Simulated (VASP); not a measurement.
Set up this calculation in VASP 6.6.1, as the native input.

```yaml
Task: single point
Functional: PBE
Dispersion: D3(BJ)
Potentials_or_basis: VASP PAW PBE potentials, release 64 (C, N)
Cutoff: 520 eV
k_mesh: 2 × 2 × 2, shifted
Occupations: gaussian, width 0.02 eV
Spin: collinear spin, ferromagnetic start
Dipole_correction: no
Further_INCAR_settings: LREAL = Auto; ALGO = Normal; EDIFF = 1e-07; NBANDS = 92
```

The structure of C32N (a cell with a defect) lies in POSCAR:

```
C32N
1.0
    5.6709571555      0.0000000000     -3.4026574436
   -2.8677434780     -4.9298468454     -3.3594911955
   -2.8677434780      4.9298468454     -3.3594911955
C N
32 1
Direct
    0.4167725977      0.0394554777      0.5422250520
    0.6583678482      0.7805859057      0.5293213048
    0.8964148830      0.5193718368      0.5193718368
    0.4108408734      0.2895267662      0.2895267662
    0.1540642225      0.2782992503      0.5318389725
    0.6657746476      0.0441062680      0.2938097656
    0.9102847363      0.7848447743      0.2824263265
    0.4167725977      0.5422250520      0.0394554777
    0.1540642225      0.5318389725      0.2782992503
    0.6657746476      0.2938097656      0.0441062680
    0.9350150583      0.0761332628      0.0761332628
    0.4292162875      0.7944905484      0.7944905484
    0.1613552621      0.7889447429      0.0252339994
    0.6583678482      0.5293213048      0.7805859057
    0.9102847363      0.2824263265      0.7848447743
    0.1613553616      0.0252340978      0.7889448414
    0.5796758473      0.9530382052      0.4545245440
    0.8183109906      0.6912963348      0.4390992506
    0.0683917970      0.4430668172      0.4430668172
    0.5835877224      0.2111213886      0.2111213886
    0.3274012941      0.2027862399      0.4538062085
    0.8400679191      0.9704066274      0.2196374624
    0.0696429024      0.6966992625      0.1933712529
    0.5796758473      0.4545245440      0.9530382052
    0.3274012941      0.4538062085      0.2027862399
    0.8400679191      0.2196374624      0.9704066274
    0.1025250124      0.9911937725      0.9911937725
    0.5814497968      0.6998910322      0.6998910322
    0.3461575798      0.7131927753      0.9609024990
    0.8183109906      0.4390992506      0.6912963348
    0.0696429024      0.1933712529      0.6966992625
    0.3461575798      0.9609024990      0.7131927753
    1.0142793402      0.8242185395      0.8242185395
```

One way to write it, as run:

INCAR

```
PREC = Accurate
ENCUT = 520
EDIFF = 1E-7
ISMEAR = 0
SIGMA = 0.02
LREAL = Auto
LASPH = T
NELM = 150
ALGO = Normal
ISIF = 2
LWAVE = F
LCHARG = T
ISPIN = 2
MAGMOM = 0 0 0 0 0 0 0 0 0 0 0 0 0 0 0 0 0 0 0 0 0 0 0 0 0 0 0 0 0 0 0 0 0.43
LORBIT = 11
GGA = PE
IVDW = 12
LELF = T
LVHAR = T
NBANDS = 92
```

KPOINTS

```
Automatic mesh
0
Gamma
  2 2 2
  0.5 0.5 0.5
```

Potentials or basis: VASP PAW PBE potentials, release 64 (C, N).

Command:

```bash
$ cat potpaw_PBE.64/C/POTCAR potpaw_PBE.64/N/POTCAR > POTCAR
$ mpirun -np 1 vasp_std > vasp.out
```

It gave:

```
Pressure                                              : 1.8 GPa
Largest force                                         : 0.133 eV/Å
Band gap on the k mesh                                : 0.20 eV
Net moment                                            : 1.00 μB per cell
Site moments                                          : C -0.02, -0.01, +0.04, +0.03, +0.01, +0.07, +0.02, +0.06, +0.09 (each value once); N +0.11 μB
Valence electrons inside the program's atomic spheres : C 2.66, 2.65, 2.64, 2.67, 2.68, 2.57, 2.62 (each value once); N 3.68
Dispersion energy per atom                            : -0.155 eV
```

Run time: 12 min on 1 thread of Intel Xeon 8259CL, with other jobs on the host, peak memory 0.52 GiB.
